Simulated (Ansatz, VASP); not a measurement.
## Two plane-wave programs on Ti2Tl

```
Ti Tl
1.0
     1.55313    0.89670    7.16144
    -1.55313    0.89670    7.16144
     0.00000   -1.79340    7.16144
Ti Tl
2 1
Direct
  0.78348 0.78348 0.78348
  0.21652 0.21652 0.21652
  0.00000 0.00000 0.00000
```

Alike in both runs: functional PBE; k mesh 6 × 6 × 6; occupations gaussian, width 0.1 eV; no spin polarisation.

Ansatz relaxed the structure, and its values are those at the end. VASP's run is a single point on that final structure, the one shown.

|  | VASP | Ansatz |
| --- | --- | --- |
| version | VASP 6.6.1 | Ansatz 0.2.0 |
| potentials or method | VASP PAW PBE potentials, release 64 (Ti_sv, Tl_d), cutoff 520 eV | scalar-relativistic, plane waves, PAW |
| valence electrons in the cell | 37 | 37 |

```tsv
	VASP	Ansatz	Ansatz less VASP
gap on the k mesh at the Fermi level (eV)	none	none	-
pressure (GPa)	0.0	0.1	+0.07
rms of the force components (eV/Å)	0.003	0.001	-0.0027
```

A gap of «none» marks a metal or a gap that the smearing closes.

The k mesh is coarse, so the values compare programs but aren't converged. Neither program's run includes spin-orbit coupling.
